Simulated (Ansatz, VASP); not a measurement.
One calculation of Mo, two programs

Contents of INCAR:

```
SYSTEM = Mo
ALGO = Fast ; EDIFF = 1E-6
ENCUT = 520 ; GGA = PE
GGA_COMPAT = .FALSE. ; ISIF = 2
ISMEAR = 0 ; LASPH = .TRUE.
LCHARG = .FALSE. ; LMAXMIX = 4
LORBIT = 11 ; LORBMOM = .TRUE.
LREAL = .FALSE. ; LSORBIT = .TRUE.
LWAVE = .FALSE. ; MAGMOM = 0 0 0 0 0 0
NBANDS = 40 ; NELM = 150
PREC = Accurate ; SIGMA = 0.05
```

File KPOINTS:

```
k-points
0
G
  18 18 8
  0 0 0
```

Contents of POSCAR:

```
Mo
1.0
    2.7562662519      0.0000000000      0.0000000000
   -1.3781331260      2.3869965937      0.0000000000
    0.0000000000      0.0000000000      4.9031605648
Mo
2
Direct
    0.3333333333      0.6666666667      0.7500000000
    0.6666666667      0.3333333333      0.2500000000
```

Input for Ansatz:

```yaml
crystal:
  lattice:
    - [2.7562662519, 0.0, 0.0]
    - [-1.378133126, 2.3869965937, 0.0]
    - [0.0, 0.0, 4.9031605648]
  atoms:
    - { symbol: Mo, position: [0.3333333333, 0.6666666667, 0.75] }
    - { symbol: Mo, position: [0.6666666667, 0.3333333333, 0.25] }
basis:
  ecutwfc: 420
  ecutrho_ratio: 4
kpoints:
  mp_grid: { grid: [18, 18, 8] }
  band_path:
    path:
      - [[0.0, 0.0, 0.0], [0.5, 0.0, 0.0], [0.33333333, 0.33333333, 0.0], [0.0, 0.0, 0.0], [0.0, 0.0, 0.5], [0.5, 0.0, 0.5], [0.33333333, 0.33333333, 0.5], [0.0, 0.0, 0.5]]
      - [[0.5, 0.0, 0.5], [0.5, 0.0, 0.0]]
      - [[0.33333333, 0.33333333, 0.5], [0.33333333, 0.33333333, 0.0]]
    npoints: 10
hamiltonian:
  xc: pbe
scf:
  occupations: { method: gaussian, width: 0.05 }
  n_extra_bands: 26
output:
  forces: true
  stress: true
  eigenvalues: true
  populations: true
  dos: { projected: true, de: 0.02, nscf_kmesh: { grid: [27, 27, 12] } }
  bader: true
magnetization:
  noncollinear: true
  spin_orbit: true
checkpoint:
  read: start.run
  write: ck
  compress: false
  write_wavefunctions: false
  write_every: 100000
```

Alike in both runs: task single point; functional PBE; k mesh 18 × 18 × 8; occupations gaussian, width 0.05 eV; non-collinear spin, spin-orbit coupling.

|  | VASP | Ansatz |
| --- | --- | --- |
| version | VASP 6.6.1 | Ansatz 0.2.0 |
| potentials or method | VASP PAW PBE potentials, release 64 (Mo_sv), cutoff 520 eV | plane waves, PAW |
| valence electrons in the cell | 28 | 28 |

Ansatz gave:

```
pressure (GPa)                                                : 0.0
traceless stress, the component that is largest in VASP (GPa) : -0.02
net moment per atom (μB)                                      : 0.00
```

**Question.** What did VASP give for the same quantities?

**Answer.** Pressure (GPa): 0.4; traceless stress, the component that is largest in VASP (GPa): -0.12; net moment per atom (μB): 0.00.
